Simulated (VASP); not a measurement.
# Ca (I4/mmm) in VASP: a series of runs

Runs on Ca. Level: PBE. Tasks: single point.

Everything below comes from runs of VASP 6.6.1. Logs are shortened: lines on timing, memory, paths and dates and some standing lists are left out, and cuts for length are marked.

## 1. The cell of the first run

Symmetry: I4/mmm, No. 139, tetragonal system. Conventional cell: a = 4.410 Å, b = 4.410 Å, c = 4.392 Å, α = 90.00°, β = 90.00°, γ = 90.00°. Ca (site symmetry 4/mmm) has 14 Ca at 3.81 to 4.41 Å within 5.0 Å.

This isn't the form of Ca at room conditions, which is fcc.

## 2. Single point, PBE

INCAR

```
SYSTEM = Ca
  PREC = Accurate
  ENCUT = 520
  EDIFF = 1E-6
  ISMEAR = 0
  SIGMA = 0.05
  LREAL = .FALSE.
  LASPH = .TRUE.
  NELM = 100
  ALGO = Normal
  ISIF = 2
  LWAVE = .FALSE.
  LCHARG = .TRUE.
  GGA = PE
  LELF = .TRUE.
  LVHAR = .TRUE.
  NBANDS = 11
```

KPOINTS

```
regular mesh
0
G
  12 12 12
  0 0 0
```

POSCAR

```
Ca
1.0
   -2.2052049036      2.2052049036      2.1961148100
    2.2052049036     -2.2052049036      2.1961148100
    2.2052049036      2.2052049036     -2.1961148100
Ca
1
Direct
    0.5000000000      0.5000000000      0.0000000000
```

Potentials or basis: VASP PAW PBE potentials, release 64 (Ca_sv).

Command:

```console
cat potpaw_PBE.64/Ca_sv/POTCAR > POTCAR
mpirun -np 1 vasp_std > vasp.out
```

OUTCAR:

```text
SYSTEM = Ca
   PREC = Accurate
   ENCUT = 520
   EDIFF = 1E-6
   ISMEAR = 0
   LREAL = .FALSE.
   LASPH = .TRUE.
   NELM = 100
   ISIF = 2
   GGA = PE

 ion  position               nearest neighbor table
   1  0.500  0.500  0.000-

  LATTYP: Found a body centered tetragonal cell.
 ALAT       =     4.4104098072
 C/A-ratio  =     0.9958778916

  Lattice vectors:

 A1 = (  -2.2052049036,   2.2052049036,   2.1961148100)
 A2 = (   2.2052049036,  -2.2052049036,   2.1961148100)
 A3 = (   2.2052049036,   2.2052049036,  -2.1961148100)

Analysis of symmetry for initial positions (statically):
=====================================================================
 Subroutine PRICEL returns:
 Original cell was already a primitive cell.

 Routine SETGRP: Setting up the symmetry group for a
 body centered tetragonal supercell.

 Subroutine GETGRP returns: Found 16 space group operations
 (whereof 16 operations were pure point group operations)
 out of a pool of 16 trial point group operations.

The static configuration has the point symmetry D_4h.

Analysis of symmetry for dynamics (positions and initial velocities):
=====================================================================
 Subroutine PRICEL returns:
 Original cell was already a primitive cell.

 Routine SETGRP: Setting up the symmetry group for a
 body centered tetragonal supercell.

 Subroutine GETGRP returns: Found 16 space group operations
 (whereof 16 operations were pure point group operations)
 out of a pool of 16 trial point group operations.

The dynamic configuration has the point symmetry D_4h.

 Subroutine INISYM returns: Found 16 space group operations
 (whereof 16 operations are pure point group operations),
 and found     1 'primitive' translations

----------------------------------------------------------------------------------------

                                     Primitive cell

  volume of cell :      42.7182

  direct lattice vectors                    reciprocal lattice vectors
    -2.205204904  2.205204904  2.196114810     0.000000000  0.226736300  0.227674800
     2.205204904 -2.205204904  2.196114810     0.226736300  0.000000000  0.227674800
     2.205204904  2.205204904 -2.196114810     0.226736300  0.226736300  0.000000000

  length of vectors
     3.814285987  3.814285987  3.814285987     0.321317855  0.321317855  0.320653550

  position of ions in fractional coordinates (direct lattice)
     0.500000000  0.500000000  0.000000000

  ion indices of the primitive-cell ions
   primitive index   ion index
                 1           1

----------------------------------------------------------------------------------------

 KPOINTS: regular mesh

Automatic generation of k-mesh.
 Grid dimensions read from file:
 generate k-points for:   12   12   12

 Generating k-lattice:

  Cartesian coordinates                     Fractional coordinates (reciprocal lattice)
     0.000000000  0.018894692  0.018972900     0.083333333 -0.000000000  0.000000000
     0.018894692  0.000000000  0.018972900    -0.000000000  0.083333333  0.000000000
     0.018894692  0.018894692  0.000000000     0.000000000  0.000000000  0.083333333

  Length of vectors
     0.026776488  0.026776488  0.026721129

  Shift w.r.t. Gamma in fractional coordinates (k-lattice)
     0.000000000  0.000000000  0.000000000

 Subroutine IBZKPT returns following result:
 ===========================================

 Found    163 irreducible k-points:

 Following reciprocal coordinates:
            Coordinates               Weight
  0.000000  0.000000  0.000000      1.000000
  0.083333 -0.000000  0.000000      8.000000
  0.166667  0.000000  0.000000      8.000000
  0.250000  0.000000 -0.000000      8.000000
  0.333333  0.000000 -0.000000      8.000000
  0.416667  0.000000 -0.000000      8.000000
[... 16 lines left out ...]
  0.500000  0.166667  0.000000     16.000000
 -0.416667  0.166667  0.000000     16.000000
 [... further k-points ...]
   k-points           NKPTS =    163   k-points in BZ     NKDIM =    163   number of bands    NBANDS=     11
   number of dos      NEDOS =    301   number of ions     NIONS =      1
   total plane-waves  NPLWV =  21952
   dimension x,y,z NGX =    28 NGY =   28 NGZ =   28
   dimension x,y,z NGXF=    56 NGYF=   56 NGZF=   56
   ions per type =               1
   NGX,Y,Z   is equivalent  to a cutoff of  12.20, 12.20, 12.20 a.u.
   NGXF,Y,Z  is equivalent  to a cutoff of  24.41, 24.41, 24.41 a.u.
 SYSTEM =  Ca
   PREC   = accura    normal or accurate (medium, high low for compatibility)
   ISTART =      0    job   : 0-new  1-cont  2-samecut
   ICHARG =      2    charge: 1-file 2-atom 10-const
   ISPIN  =      1    spin polarized calculation?
   LNONCOLLINEAR =      F non collinear calculations
   LSORBIT =      F    spin-orbit coupling
   LASPH  =      T    aspherical Exc in radial PAW
   ENCUT  =  520.0 eV  38.22 Ry    6.18 a.u.   7.09  7.09  7.09*2*pi/ulx,y,z
   NELM   =    100;   NELMIN=  2; NELMDL= -5     # of ELM steps
   EDIFF  = 0.1E-05   stopping-criterion for ELM
   LREAL  =      F    real-space projection
[... 7 lines left out ...]
   TEBEG  =    0.0;   TEEND  =   0.0 temperature during run
   PSTRESS=    0.0 pullay stress
   NELECT =      10.0000    total number of electrons
   NUPDOWN=      -1.0000    fix difference up-down
   EMIN   =  10.00;   EMAX   =-10.00  energy-range for DOS
   EFERMI =   0.00;   METHOD = LEGACY
   ISMEAR =     0;   SIGMA  =   0.05  broadening in eV -4-tet -1-fermi 0-gaus
   EFERMI_NEDOS =   21; number of points for ismear=-14 and -15
   IALGO  =     38    algorithm
   IMIX   =      4    mixing-type and parameters
     AMIX     =   0.40;   BMIX     =  1.00
     AMIX_MAG =   1.60;   BMIX_MAG =  1.00
  volume/ion in A,a.u.               =      42.72       288.28
  Fermi-wavevector in a.u.,A,eV,Ry     =   1.008952  1.906643 13.850516  1.017984
  Thomas-Fermi vector in A             =   2.141851
   LORBIT       =      0    0 simple, 1 ext, 2 COOP (PROOUT), +10 PAW based schemes
   GGA     = PE    functional components
   LHFCALC =     F    Hartree Fock is set to
   AEXX    =    0.0000 exact exchange contribution
   IVDW    =     0    specifies the selected vdW correction
   LEPSILON=     F    determine dielectric tensor
   LRPA    =     F    only Hartree local field effects (RPA)
 non-spin polarized calculation
 Gauss-broadening in eV      SIGMA  =   0.05
  energy-cutoff  :      520.00
  volume of cell :       42.72
 maximum number of plane-waves:      1164
   NGX = 15   NGY = 15   NGZ = 15

 number of electron      10.0000001 magnetization

 Free energy of the ion-electron system (eV)
  ---------------------------------------------------
  ext. energy  EPLUGINS =         0.00000000
  ---------------------------------------------------
  free energy    TOTEN  =        -1.91197229 eV

  energy without entropy =       -1.90936724  energy(sigma->0) =       -1.91066976

 E-fermi :   1.9735     XC(G=0):  -7.6980

 val. band max:        1.9731576801   @ k =  -0.3333   0.5000   0.3333
 cond. band min:       1.9772690818   @ k =  -0.2500  -0.4167   0.0833
 fundamental gap:      0.0041114017
 Fermi energy:         1.9734715451

 k-point     1 :       0.0000    0.0000    0.0000
  band No.  band energies     occupation
      1     -40.1343      2.00000
      2     -21.0515      2.00000
      3     -21.0506      2.00000
      4     -21.0506      2.00000
      5      -2.0877      2.00000
      6       4.2227      0.00000
      7       4.2409      0.00000
      8       4.2409      0.00000
      9       5.2640      0.00000
     10       5.2875      0.00000
     11      12.0854      0.00000

 k-point     2 :       0.0833   -0.0000    0.0000
  band No.  band energies     occupation
      1     -40.1333      2.00000
      2     -21.0602      2.00000
      3     -21.0536      2.00000
      4     -21.0510      2.00000
      5      -1.9631      2.00000
      6       4.1541      0.00000
      7       4.1915      0.00000
      8       4.3256      0.00000
      9       5.1915      0.00000
     10       5.2736      0.00000
     11      11.9406      0.00000

 k-point     3 :       0.1667    0.0000    0.0000
  band No.  band energies     occupation
      1     -40.1308      2.00000
      2     -21.0851      2.00000
      3     -21.0620      2.00000
      4     -21.0510      2.00000
      5      -1.5978      2.00000
      6       3.9561      0.00000
      7       3.9607      0.00000
      8       4.5982      0.00000
      9       5.0789      0.00000
     10       5.2897      0.00000
     11      11.0926      0.00000

 k-point     4 :       0.2500    0.0000   -0.0000
  band No.  band energies     occupation
      1     -40.1273      2.00000
      2     -21.1187      2.00000
      3     -21.0734      2.00000
      4     -21.0510      2.00000
      5      -1.0187      2.00000
      6       3.5069      0.00000
      7       3.7099      0.00000
      8       5.0262      0.00000
      9       5.1009      0.00000
     10       5.3374      0.00000
     11       9.7156      0.00000

 k-point     5 :       0.3333    0.0000   -0.0000
  band No.  band energies     occupation
      1     -40.1238      2.00000
      2     -21.1520      2.00000
      3     -21.0847      2.00000
      4     -21.0510      2.00000
      5      -0.2760      2.00000
      6       2.9510      0.00000
      7       3.4864      0.00000
      8       5.1763      0.00000
      9       5.4195      0.00000
     10       5.5545      0.00000
     11       8.4244      0.00000
[... 211 lines left out ...]
 k-point    21 :       0.3333    0.1667    0.0000
  band No.  band energies     occupation
      1     -40.1202      2.00000
      2     -21.1681      2.00000
      3     -21.1025      2.00000
      4     -21.0616      2.00000
      5       0.8409      2.00000
      6       2.3961      0.00000
      7       3.1614      0.00000
      8       5.1280      0.00000
      9       5.5241      0.00000
     10       6.2697      0.00000
     11       7.3001      0.00000

 k-point    22 :       0.4167    0.1667    0.0000
  band No.  band energies     occupation
      1     -40.1194      2.00000
      2     -21.1733      2.00000
      3     -21.1074      2.00000
      4     -21.0617      2.00000
      5       1.4119      2.00000
      6       1.9568      1.36231
      7       3.1011      0.00000
      8       5.1264      0.00000
      9       5.5553      0.00000
     10       6.5118      0.00000
     11       6.9503      0.00000

 k-point    23 :       0.5000    0.1667    0.0000
  band No.  band energies     occupation
      1     -40.1203      2.00000
      2     -21.1679      2.00000
      3     -21.1027      2.00000
      4     -21.0615      2.00000
      5       0.8345      2.00000
      6       2.4008      0.00000
      7       3.1617      0.00000
      8       5.1332      0.00000
      9       5.5102      0.00000
     10       6.2742      0.00000
     11       7.3065      0.00000

 k-point    24 :      -0.4167    0.1667    0.0000
  band No.  band energies     occupation
      1     -40.1225      2.00000
      2     -21.1527      2.00000
      3     -21.0905      2.00000
      4     -21.0606      2.00000
      5       0.0358      2.00000
      6       2.9061      0.00000
      7       3.3266      0.00000
      8       5.0579      0.00000
      9       5.4931      0.00000
     10       5.7848      0.00000
     11       8.2412      0.00000

 [... further k-points ...]

------------------------ aborting loop because EDIFF is reached ----------------------------------------

  FORCE on cell =-STRESS in cart. coord.  units (eV):
  Direction    XX          YY          ZZ          XY          YZ          ZX
  --------------------------------------------------------------------------------------
  -------------------------------------------------------------------------------------
  Total       -0.0488846     -0.0488846     -0.0513666      0.0000000     -0.0000000      0.0000000
  in kB       -1.8334537     -1.8334537     -1.9265436      0.0000000     -0.0000000      0.0000000
  external PRESSURE =      -1.8644837 kB  Pullay stress =       0.0000000 kB

 VOLUME and BASIS-vectors are now :
 -----------------------------------------------------------------------------
  energy-cutoff  :      520.00
  volume of cell :       42.72
      direct lattice vectors                 reciprocal lattice vectors
    -2.205204904  2.205204904  2.196114810     0.000000000  0.226736300  0.227674800
     2.205204904 -2.205204904  2.196114810     0.226736300  0.000000000  0.227674800
     2.205204904  2.205204904 -2.196114810     0.226736300  0.226736300  0.000000000

 POSITION                                       TOTAL-FORCE (eV/Angst)
 -----------------------------------------------------------------------------------
      0.00000      0.00000      2.19611        -0.000000      0.000000     -0.000000
 -----------------------------------------------------------------------------------
    total drift:                                0.000000     -0.000000      0.000000

  FREE ENERGIE OF THE ION-ELECTRON SYSTEM (eV)
  ---------------------------------------------------
  free  energy   TOTEN  =        -1.9119722890 eV

  energy  without entropy=       -1.9093672375  energy(sigma->0) =       -1.91066976
```

Run time: 36 s. Hardware: 1 thread of Intel Xeon Platinum 8375C at 2.90GHz (Ice Lake), shared host; peak memory 0.21 GiB.

What came out:

```
Free energy            : -1.9120 eV
Pressure               : -0.2 GPa
Band gap on the k mesh : zero (bands 5 and 6 overlap by 0.39 eV)
```

## 3. Single point, PBE

INCAR

```
  ALGO = Normal
  EDIFF = 1E-6
  ENCUT = 520
  GGA = PE
  ISIF = 2
  ISMEAR = 0
  LASPH = True
  LCHARG = True
  LELF = True
  LREAL = False
  LVHAR = True
  LWAVE = False
  NBANDS = 11
  NELM = 100
  PREC = Accurate
  SIGMA = 0.05
```

KPOINTS

```
k-points
0
Gamma
  12 12 12
```

POSCAR is that of step 2.

Potentials or basis: VASP PAW PBE potentials, release 64 (Ca_sv).

Command:

```console
cat potpaw_PBE.64/Ca_sv/POTCAR > POTCAR
mpirun -np 1 vasp_std > vasp.out
```

Run time: 36 s. Hardware: 1 thread of Intel Xeon Platinum 8375C at 2.90GHz (Ice Lake), shared host; peak memory 0.21 GiB.

It converged, with:

```
Free energy            : -1.9120 eV
Pressure               : -0.2 GPa
Band gap on the k mesh : zero (bands 5 and 6 overlap by 0.39 eV)
```

Levels at points of the mesh, in eV from the Fermi level:
```csv
k point,band 3,band 4,band 5,band 6,band 7,band 8
"(0.00, 0.00, 0.00)",-23.02,-23.02,-4.06,2.25,2.27,2.27
"(0.50, 0.00, 0.00)",-23.07,-23.02,-0.91,-0.05,1.31,3.21
"(0.50, 0.50, 0.00)",-23.07,-23.02,-0.92,-0.06,1.33,3.19
"(0.50, 0.50, 0.50)",-23.12,-23.12,0.04,0.05,3.84,3.84
```

## 4. Single point, PBE

This run uses another cell than the first one, of 45.28 Å³/atom.

INCAR

```
SYSTEM = Ca
PREC     = Accurate       ! precision mode
ENCUT    = 520            ! plane-wave cutoff, eV
EDIFF    = 1E-7           ! SCF threshold, eV
ISMEAR   = 0              ! smearing method
SIGMA    = 0.05           ! smearing width, eV
LREAL    = .False.        ! projectors in reciprocal space
LASPH    = .True.         ! aspherical terms in the spheres
NELM     = 80             ! most SCF steps
ALGO     = Normal         ! electronic algorithm
ISIF     = 2              ! what is computed and relaxed
LWAVE    = .False.        ! write WAVECAR
LCHARG   = .False.        ! write CHGCAR
GGA      = PE             ! functional
NBANDS   = 11             ! bands
```

KPOINTS

```
Automatic mesh
0
Gamma
  12 12 12
  0 0 0
```

POSCAR

```
Ca
1.0
   -2.2484551958      2.2484551958      2.2391868198
    2.2484551958     -2.2484551958      2.2391868198
    2.2484551958      2.2484551958     -2.2391868198
Ca
1
Direct
    0.5000000000      0.5000000000      0.0000000000
```

Command:

```console
cat potpaw_PBE.64/Ca_sv/POTCAR > POTCAR
mpirun -np 1 vasp_std > vasp.out
```

It took 54 s on 1 thread of Intel Xeon Platinum 8375C at 2.90GHz (Ice Lake), shared host; peak memory 0.23 GiB.

Results (log left out):

| Item | Value |
| --- | --- |
| Free energy | -1.9022 eV |
| Pressure | -1.1 GPa |
| Band gap on the k mesh | zero (bands 5 and 6 overlap by 0.42 eV) |

Levels at points of the mesh, in eV from the Fermi level:
```csv
k point,band 3,band 4,band 5,band 6,band 7,band 8
"(0.00, 0.00, 0.00)",-23.17,-23.17,-3.96,2.16,2.18,2.18
"(0.50, 0.00, 0.00)",-23.21,-23.17,-0.88,-0.09,1.28,3.05
"(0.50, 0.50, 0.00)",-23.21,-23.17,-0.89,-0.10,1.30,3.03
"(0.50, 0.50, 0.50)",-23.25,-23.25,0.10,0.11,3.61,3.61
```
